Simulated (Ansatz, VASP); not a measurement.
**BiTe in VASP and in Ansatz**

The input INCAR:

```
PREC = Accurate ; ENCUT = 520
EDIFF = 1E-6 ; ISMEAR = 0
SIGMA = 0.15 ; LREAL = False
LASPH = True ; NELM = 100
ALGO = Normal ; ISIF = 2
LWAVE = False ; LCHARG = False
GGA = PE ; NBANDS = 18
```

File KPOINTS:

```
regular mesh
0
Gamma
  12 12 12
```

The input POSCAR:

```
BiTe
1.0
    0.0000000000      3.2511939987      3.4787775786
    3.2511939987      0.0000000000      3.4787775786
    3.2511939987      3.2511939987      0.0000000000
Bi Te
1 1
Direct
    0.0305179670      0.0305179670     -0.0305179670
    0.4500183625      0.4500183625      0.5499816375
```

Input for Ansatz:

```yaml
crystal:
  lattice:
    - [0.0, 3.2511939987, 3.4787775786]
    - [3.2511939987, 0.0, 3.4787775786]
    - [3.2511939987, 3.2511939987, 0.0]
  atoms:
    - { symbol: Bi, position: [0.030517967, 0.030517967, -0.030517967] }
    - { symbol: Te, position: [0.4500183625, 0.4500183625, 0.5499816375] }
basis:
  ecutwfc: 420
kpoints:
  mp_grid: { grid: [12, 12, 12] }
hamiltonian:
  xc: pbe
scf:
  occupations: { method: gaussian, width: 0.15 }
output:
  forces: true
  stress: true
  eigenvalues: true
```

Change from the starting cell: mode 6 frozen in at -0.325 Å, normal strain along z +0.0700.

Alike in both runs: task single point; functional PBE; k mesh 12 × 12 × 12; occupations gaussian, width 0.15 eV; no spin polarisation.

```csv
,VASP,Ansatz
version,VASP 6.6.1,Ansatz 0.2.0
potentials or method,"VASP PAW PBE potentials, release 64 (Bi_d, Te), cutoff 520 eV","scalar-relativistic, plane waves, PAW"
valence electrons in the cell,21,31
```

Ansatz gave:

| Property | Result |
| --- | --- |
| gap on the k mesh at the Fermi level (eV) | none |
| pressure (GPa) | 0.8 |
| traceless stress, the component that is largest in VASP (GPa) | 0.71 |
| rms of the force components (eV/Å) | 0.540 |

Task: What did VASP give for the same quantities?

Result: gap on the k mesh at the Fermi level (eV): none; pressure (GPa): 0.8; traceless stress, the component that is largest in VASP (GPa): 0.75; rms of the force components (eV/Å): 0.546.

Atom by atom the forces differ by 0.006 eV/Å (rms over components). A gap of «none» marks a metal or a gap that the smearing closes. VASP's potentials hold 21 valence electrons a cell and Ansatz's 31, so a difference there can come from the potentials and not from the codes.

Neither program's run includes spin-orbit coupling.
